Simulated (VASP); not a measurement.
Input of a VASP 6.6.1 run:

The input INCAR:

```
PREC = Accurate ; ENCUT = 600
EDIFF = 1E-6 ; ISMEAR = 0
SIGMA = 0.1 ; LREAL = False
LASPH = True ; NELM = 60
ALGO = Fast ; ISIF = 3
LWAVE = False ; LCHARG = False
GGA = PE ; IBRION = 2
NSW = 100 ; EDIFFG = -0.01
```

KPOINTS

```
regular mesh
0
Gamma
  8 8 6
```

File POSCAR:

```
Si2Mo5
1.0
    4.4830336910      0.0000000000      0.0000000000
    0.0000000000      4.4830336910      0.0000000000
    0.0000000000      0.0000000000      5.5179371264
Si Mo
2 5
Direct
    0.5000000000      0.5000000000      0.5000000000
    0.0000000000      0.0000000000      0.0000000000
    0.0000000000      0.5000000000      0.2760405807
    0.5000000000      0.0000000000      0.2760405807
    0.0000000000      0.5000000000      0.7239594193
    0.5000000000      0.0000000000      0.7239594193
    0.5000000000      0.5000000000      0.0000000000
```

Potentials or basis: VASP PAW PBE potentials, release 64 (Si, Mo_sv).

The run is started by

```console
$ cat potpaw_PBE.64/Si/POTCAR potpaw_PBE.64/Mo_sv/POTCAR > POTCAR
$ mpirun -np 1 vasp_std > vasp.out
```

Task: What does it give for the relaxed cell?

Result: a = 4.456 Å, b = 4.456 Å, c = 5.582 Å, α = 90.00°, β = 90.00°, γ = 90.00°.

Task: Predict the band gap on the k mesh.

Result: Zero (bands 39 and 40 overlap by 1.29 eV).

Forces in eV/Å, atoms in the order of the input:
```
Si   0.000  0.000  0.000
Si   0.000  0.000  0.000
Mo   0.000  0.000 -0.008
Mo   0.000  0.000 -0.008
Mo   0.000  0.000  0.008
Mo   0.000  0.000  0.008
Mo   0.000  0.000  0.000
```
